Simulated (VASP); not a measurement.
Here is a VASP 6.6.1 calculation.

Contents of INCAR:

```
PREC = Accurate
ENCUT = 600
EDIFF = 1E-7
ISMEAR = 0
SIGMA = 0.1
LREAL = F
LASPH = T
NELM = 100
ALGO = Fast
ISIF = 3
LWAVE = F
LCHARG = F
GGA = PE
IBRION = 2
NSW = 100
EDIFFG = -0.01
```

File KPOINTS:

```
Automatic mesh
0
Gamma
  12 12 10
```

Contents of POSCAR:

```
Na2Ta
1.0
    3.9067233280      0.0000000000      0.0000000000
   -1.9533616640      3.3833216476      0.0000000000
    0.0000000000      0.0000000000      4.9483681195
Na Ta
2 1
Direct
    0.3333333333      0.6666666667      0.5000000000
    0.6666666667      0.3333333333      0.5000000000
    0.0000000000      0.0000000000      0.0000000000
```

Potentials or basis: VASP PAW PBE potentials, release 64 (Na_pv, Ta_pv).

Launch:

```console
$ cat potpaw_PBE.64/Na_pv/POTCAR potpaw_PBE.64/Ta_pv/POTCAR > POTCAR
$ mpirun -np 1 vasp_std > vasp.out
```

(1) Predict the band gap on the k mesh.

(2) Estimate the relaxed volume.

Results:

(1) zero (an odd number of electrons rules out a gap without spin polarisation).

(2) 21.86 Å³/atom.

Caveat: spin-orbit coupling is left out, which moves the levels of the heavy elements.
